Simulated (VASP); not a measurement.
A run of VASP 6.6.1:

The input POSCAR:

```
CaPb3
1.0
    4.9589950000      0.0000000000      0.0000000000
    0.0000000000      4.9589950000      0.0000000000
    0.0000000000      0.0000000000      4.9589950000
Ca Pb
1 3
Direct
    0.0000000000      0.0000000000      0.0000000000
    0.0000000000      0.5000000000      0.5000000000
    0.5000000000      0.0000000000      0.5000000000
    0.5000000000      0.5000000000      0.0000000000
```

File INCAR.step1:

```
SYSTEM = CaPb3
  ALGO = Normal
  EDIFF = 1E-4
  ENCUT = 520
  GGA = PE
  ISMEAR = 0
  LASPH = .TRUE.
  LCHARG = .FALSE.
  LREAL = .FALSE.
  LWAVE = .TRUE.
  NBANDS = 34
  NELM = 60
  PREC = Accurate
  SIGMA = 0.0257
```

Contents of INCAR.step2:

```
SYSTEM = CaPb3
  ALGO = Normal
  EDIFF = 1E-7
  ENCUT = 520
  ISIF = 2
  ISMEAR = 0
  ISTART = 1
  LASPH = .TRUE.
  LCHARG = .FALSE.
  LMIXTAU = .TRUE.
  LREAL = .FALSE.
  LWAVE = .FALSE.
  METAGGA = R2SCAN
  NBANDS = 34
  NELM = 60
  PREC = Accurate
  SIGMA = 0.0257
```

Contents of KPOINTS:

```
k-points
0
G
  7 7 7
  0 0 0
```

Potentials or basis: VASP PAW PBE potentials, release 64 (Ca_sv, Pb_d).

Run with:

```console
$ cat potpaw_PBE.64/Ca_sv/POTCAR potpaw_PBE.64/Pb_d/POTCAR > POTCAR
$ cp INCAR.step1 INCAR
$ mpirun -np 1 vasp_std > vasp.out
$ cp INCAR.step2 INCAR
$ mpirun -np 1 vasp_std > vasp.out
```

Hardware: 1 thread of Intel Xeon 8259CL, with other jobs on the host.

Problem. How long does it take, and how much memory?

Solution. Run time: 8.7 min on 1 thread of Intel Xeon 8259CL, on a shared host, peak memory 0.29 GiB. Counts: k points 20.
